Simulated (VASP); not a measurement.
Set up this calculation in VASP 6.6.1, as the native input.

- Task: single point
- Functional: PBE
- Potentials or basis: VASP PAW PBE potentials, release 64 (Al, N)
- Cutoff: 520 eV
- k mesh: 6 × 6 × 6
- Occupations: gaussian, width 0.01 eV
- Spin: no spin polarisation
- Dipole correction: no
- Further INCAR settings: ALGO = Normal; EDIFF = 1e-07; NBANDS = 11

The structure of AlN lies in POSCAR:

```
AlN
1.0
    0.0071023492      2.2128321940      2.2127993552
    2.1598100711     -0.0140789605      2.2338615403
    2.1596328343      2.2339526896     -0.0141441855
Al N
1 1
Direct
   -0.0061392751     -0.0107518156      0.0007599365
    0.7516819821      0.7283867428      0.7402193843
```

One way to write it, as run:

INCAR

```
SYSTEM = AlN
PREC = Accurate
ENCUT = 520
EDIFF = 1E-7
ISMEAR = 0
SIGMA = 0.01
LREAL = .False.
LASPH = .True.
NELM = 60
ALGO = Normal
ISIF = 2
LWAVE = .False.
LCHARG = .True.
GGA = PE
LELF = .True.
LVHAR = .True.
NBANDS = 11
```

KPOINTS

```
regular mesh
0
Gamma
  6 6 6
  0 0 0
```

Potentials or basis: VASP PAW PBE potentials, release 64 (Al, N).

Command:

```console
$ cat potpaw_PBE.64/Al/POTCAR potpaw_PBE.64/N/POTCAR > POTCAR
$ mpirun -np 1 vasp_std > vasp.out
```

Results of the run:

The pressure is -1.3 GPa and the largest force is 0.492 eV/Å. The band gap on the k mesh is 3.08 eV, indirect (least direct gap 3.80 eV).

Run time: 13 s on 1 thread of Intel(R) Xeon(R) Platinum 8488C (Sapphire Rapids), with other jobs on the host, peak memory 0.15 GiB.
